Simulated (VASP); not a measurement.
The system is W.

```
W
1.0
    -1.58234    1.58234    1.58234
     1.58234   -1.58234    1.58234
     1.58234    1.58234   -1.58234
W
1
Direct
  0.00000 0.00000 0.00000
```

```yaml
Program: VASP 6.6.1
Task: relaxation of cell and atoms
Functional: PBEsol
Dispersion: D4
Potentials_or_basis: VASP PAW PBE potentials, release 64 (W_sv)
Cutoff: 600 eV
k_mesh: 12 × 12 × 12
Occupations: fermi-dirac, width 0.05 eV
Spin: no spin polarisation
```

At the start: pressure -6.2 GPa; volume 15.85 Å³/atom.

Question: Where does the relaxation end?

Answer: Over 4 steps the energy falls by 6.0 meV/atom and the volume is 15.54 Å³/atom (-1.9 %); space group Im-3m (No. 229, to 0.05 Å).

Step by step:
```csv
step,energy change (eV),largest force (eV/Å),pressure (GPa),volume (Å³)
1,0.0000,0.0000,-6.17,15.85
2,0.0755,0.0000,26.29,14.49
3,-0.0060,0.0000,-0.23,15.55
4,-0.0060,0.0000,-0.02,15.54
```

Final structure:
```
CELL_PARAMETERS angstrom
-1.57205 1.57205 1.57205
1.57205 -1.57205 1.57205
1.57205 1.57205 -1.57205
ATOMIC_POSITIONS crystal
W 0.00000 0.00000 0.00000
```

Caveat: the PAW data sets were made with another functional, which shifts forces and pressure a little; pairwise dispersion overbinds metals, which lowers pressure and volume.
